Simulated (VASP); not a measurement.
Write the native input for VASP 6.6.1 that does the following.

```
Task                   : single point
Functional             : PBE
Potentials or basis    : VASP PAW PBE potentials, release 64 (Mo_sv)
Cutoff                 : 520 eV
k mesh                 : 10 × 10 × 10
Occupations            : fermi-dirac, width 0.05 eV
Spin                   : no spin polarisation
Dipole correction      : no
Further INCAR settings : ALGO = Fast; EDIFF = 1e-07; NBANDS = 13
```

The structure of Mo lies in POSCAR:

```
Mo
1.0
   -1.5838089719      1.5838089719      1.5204566130
    1.5838089719     -1.5838089719      1.5204566130
    1.5838089719      1.5838089719     -1.5204566130
Mo
1
Direct
    0.0000000000      0.0000000000      0.0000000000
```

The input as run:

INCAR

```
  ALGO = Fast
  EDIFF = 1E-7
  ENCUT = 520
  GGA = PE
  ISIF = 2
  ISMEAR = -1
  LASPH = True
  LCHARG = False
  LREAL = False
  LWAVE = False
  NBANDS = 13
  NELM = 60
  PREC = Accurate
  SIGMA = 0.05
```

KPOINTS

```
k-points
0
Gamma
  10 10 10
```

Potentials or basis: VASP PAW PBE potentials, release 64 (Mo_sv).

Command:

```console
$ cat potpaw_PBE.64/Mo_sv/POTCAR > POTCAR
$ mpirun -np 1 vasp_std > vasp.out
```

Results of the run:

The pressure is 10.0 GPa. The band gap on the k mesh is zero (band 7 reaches 17.08 eV, above the bottom of band 8 at 11.70 eV).

It took 32 s on 1 thread of Intel Xeon 8259CL (shared host), peak memory 0.13 GiB.
